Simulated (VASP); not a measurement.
Input of a VASP 6.6.1 run:

File INCAR:

```
SYSTEM = Be3CdSe4
  PREC = Accurate
  ENCUT = 600
  EDIFF = 1E-6
  ISMEAR = 0
  SIGMA = 0.15
  LREAL = .FALSE.
  LASPH = .TRUE.
  NELM = 120
  ALGO = Normal
  ISIF = 2
  LWAVE = .FALSE.
  LCHARG = .FALSE.
  GGA = PE
  NBANDS = 31
  GGA_COMPAT = .FALSE.
```

KPOINTS

```
regular mesh
0
G
  2 3 3
  0 0 0
```

File POSCAR:

```
Be3CdSe4
1.0
    4.6465285307      0.0000000000      0.0000000000
    0.0000000000      3.2916574242      5.0406952234
    0.0000000000     -3.2916574242      5.0406952234
Be Cd Se
3 1 4
Direct
    0.7366020830      0.1082290709      0.1082290709
    0.2633979170      0.1082290709      0.1082290709
    0.5000000000      0.3078217042      0.3078217042
    0.5000000000      0.6817235093      0.6817235093
    0.0000000000      0.4601686933     -0.0091449369
    0.0000000000     -0.0091449369      0.4601686933
    0.5000000000      0.1939393183      0.7253163399
    0.5000000000      0.7253163399      0.1939393183
```

Potentials or basis: VASP PAW PBE potentials, release 64 (Be, Cd, Se).

Run with:

```sh
$ cat potpaw_PBE.64/Be/POTCAR potpaw_PBE.64/Cd/POTCAR potpaw_PBE.64/Se/POTCAR > POTCAR
$ mpirun -np 1 vasp_std > vasp.out
```

(1) What does it give for the largest force?

(2) Estimate the pressure.

(3) Estimate the band gap on the k mesh.

Results:

(1) 0.040 eV/Å.

(2) 0.5 GPa.

(3) zero (band 21 reaches 3.74 eV, above the bottom of band 22 at 2.72 eV).

Caveat: the k points lie up to 0.68 Å⁻¹ apart.
